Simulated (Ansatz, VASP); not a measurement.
**One calculation of Fe, two programs**

```xyz
1
Lattice="-1.3929 1.3929 1.3929 1.3929 -1.3929 1.3929 1.3929 1.3929 -1.3929" Properties=species:S:1:pos:R:3 pbc="T T T"
Fe    0.0000    0.0000    0.0000
```

Alike in both runs: functional PBEsol; k mesh 20 × 20 × 20; occupations gaussian, width 0.1 eV; collinear spin.

Ansatz relaxed the structure, and its values are those at the end. VASP's run is a single point on that final structure, the one shown.

```csv
,VASP,Ansatz
version,VASP 6.6.1,Ansatz 0.2.0
potentials or method,"VASP PAW PBE potentials, release 64 (Fe), cutoff 520 eV","scalar-relativistic, plane waves, PAW"
valence electrons in the cell,8,16
```

|  | VASP | Ansatz | Ansatz less VASP |
| --- | --- | --- | --- |
| gap on the k mesh at the Fermi level (eV) | none | none | - |
| pressure (GPa) | -0.1 | 0.0 | +0.05 |
| net moment per atom (μB) | 2.09 | 2.08 | -0.010 |
| size of the moment on the site where the two differ most (μB) | 2.07 | 2.11 | +0.034 |

VASP's potentials were made for PBE, not for PBEsol. Site moments also hang on the region over which each program counts them. A gap of «none» marks a metal or a gap that the smearing closes. The functional is the same, so the differences come from potentials, cutoffs and numerics. VASP's potentials hold 8 valence electrons a cell and Ansatz's 16, so a difference there can come from the potentials and not from the codes.
